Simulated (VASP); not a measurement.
Set up this calculation in VASP 6.6.1, as the native input.

```
Task                   : single point
Functional             : PBEsol
Potentials or basis    : VASP PAW PBE potentials, release 64 (Ti_sv, Al)
Cutoff                 : 520 eV
k mesh                 : 12 × 12 × 12
Occupations            : gaussian, width 0.15 eV
Spin                   : no spin polarisation
Dipole correction      : no
Further INCAR settings : ALGO = Fast; EDIFF = 1e-06; NBANDS = 18
```

The structure of TiAl3 lies in POSCAR:

```
TiAl3
1.0
    3.9483448101      0.0000000000      0.0000000000
    0.0000000000      3.9483448101      0.0000000000
    0.0000000000      0.0000000000      3.9483448101
Ti Al
1 3
Direct
   -0.1519624118     -0.0759812059      0.0000000000
    0.5000000000      0.5000000000      0.0000000000
    0.5000000000      0.0000000000      0.5000000000
    0.0000000000      0.5000000000      0.5000000000
```

This cell differs from its parent crystal: atom 1 (Ti) moved by (-0.600, -0.300) A along x and y.

One way to write it, as run:

INCAR

```
SYSTEM = TiAl3
PREC = Accurate
ENCUT = 520
EDIFF = 1E-6
ISMEAR = 0
SIGMA = 0.15
LREAL = .FALSE.
LASPH = .TRUE.
NELM = 80
ALGO = Fast
ISIF = 2
LWAVE = .FALSE.
LCHARG = .FALSE.
GGA = PS
NBANDS = 18
```

KPOINTS

```
Automatic mesh
0
G
  12 12 12
  0 0 0
```

Potentials or basis: VASP PAW PBE potentials, release 64 (Ti_sv, Al).

Launch:

```sh
$ cat potpaw_PBE.64/Ti_sv/POTCAR potpaw_PBE.64/Al/POTCAR > POTCAR
$ mpirun -np 1 vasp_std > vasp.out
```

It gave:

```json
{"Pressure": "14.6 GPa", "Largest force": "8.109 eV/Å"}
```

Caveat: the cell differs from its parent crystal (atom 1 (Ti) moved by (-0.600, -0.300) A along x and y); the PAW data sets were made with another functional, which shifts forces and pressure a little.

Run time: 19 min on 1 thread of Intel(R) Xeon(R) Platinum 8259CL CPU @ 2.50GHz (Skylake/Cascade Lake), on a shared host, peak memory 0.59 GiB.
